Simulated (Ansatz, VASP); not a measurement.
**Two plane-wave programs on Ba**

INCAR

```
SYSTEM = Ba
  PREC = Accurate
  ENCUT = 520
  EDIFF = 1E-6
  ISMEAR = 0
  SIGMA = 0.15
  LREAL = .FALSE.
  LASPH = .TRUE.
  NELM = 80
  ALGO = Normal
  ISIF = 2
  LWAVE = .FALSE.
  LCHARG = .FALSE.
  NBANDS = 11
```

Contents of KPOINTS:

```
regular mesh
0
G
  12 12 12
  0 0 0
```

The input POSCAR:

```
Ba
1.0
    3.8001860143      0.0000000000      0.0000000000
    0.0000000000      3.8001860143      0.0000000000
    0.0000000000      0.0000000000      3.8001860143
Ba
1
Direct
    0.0000000000      0.0000000000      0.0000000000
```

Input for Ansatz:

```yaml
crystal:
  lattice:
    - [3.8001860143, 0.0, 0.0]
    - [0.0, 3.8001860143, 0.0]
    - [0.0, 0.0, 3.8001860143]
  atoms:
    - { symbol: Ba, position: [0.0, 0.0, 0.0] }
basis:
  ecutwfc: 420
kpoints:
  mp_grid: { grid: [12, 12, 12] }
hamiltonian:
  xc: lda
scf:
  occupations: { method: gaussian, width: 0.15 }
output:
  forces: true
  stress: true
  eigenvalues: true
```

Change from the starting cell: strain -0.030 along x and y, -0.030 along z, atoms carried along.

Alike in both runs: task single point; functional LDA; k mesh 12 × 12 × 12; occupations gaussian, width 0.15 eV; no spin polarisation.

|  | VASP | Ansatz |
| --- | --- | --- |
| version | VASP 6.6.1 | Ansatz 0.2.0 |
| potentials or method | VASP PAW LDA potentials, release 64 (Ba_sv), cutoff 520 eV | scalar-relativistic, plane waves, PAW |
| valence electrons in the cell | 10 | 10 |

Ansatz gave:

```
gap on the k mesh at the Fermi level (eV) : none
pressure (GPa)                            : -0.6
```

Q: What did VASP give for the same quantities?

A: gap on the k mesh at the Fermi level (eV): none; pressure (GPa): -0.4.

LDA's correlation is that of Perdew and Zunger in VASP and of Perdew and Wang (1992) in Ansatz. A gap of «none» marks a metal or a gap that the smearing closes.

Spin-orbit coupling is off throughout.
